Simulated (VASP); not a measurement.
Here is a VASP 6.6.1 calculation.

File INCAR:

```
SYSTEM = Zr
PREC = Accurate
ENCUT = 520
EDIFF = 1E-7
ISMEAR = -1
SIGMA = 0.1
LREAL = .False.
LASPH = .True.
NELM = 100
ALGO = Normal
ISIF = 2
LWAVE = .False.
LCHARG = .True.
GGA = PE
LELF = .True.
LVHAR = .True.
NBANDS = 19
```

Contents of KPOINTS:

```
Automatic mesh
0
Gamma
  19 19 19
  0 0 0
```

File POSCAR:

```
Zr
1.0
   -2.0823271845      2.0823271845      1.1549312539
    2.0823271845     -2.0823271845      1.1549312539
    2.0823271845      2.0823271845     -1.1549312539
Zr
2
Direct
   -0.3750000000     -0.1250000000     -0.2500000000
    0.3750000000      0.1250000000      0.2500000000
```

Potentials or basis: VASP PAW PBE potentials, release 64 (Zr_sv).

Command:

```sh
$ cat potpaw_PBE.64/Zr_sv/POTCAR > POTCAR
$ mpirun -np 1 vasp_std > vasp.out
```

Estimate the pressure.

354.9 GPa.

Estimate the band gap on the k mesh.

zero (bands 12 and 13 overlap by 3.71 eV).

Stress tensor (GPa, compression positive):
```
355.47   0.00   0.00
  0.00 355.47   0.00
  0.00   0.00 353.75
```

Caveat: the cell stands under pressure.
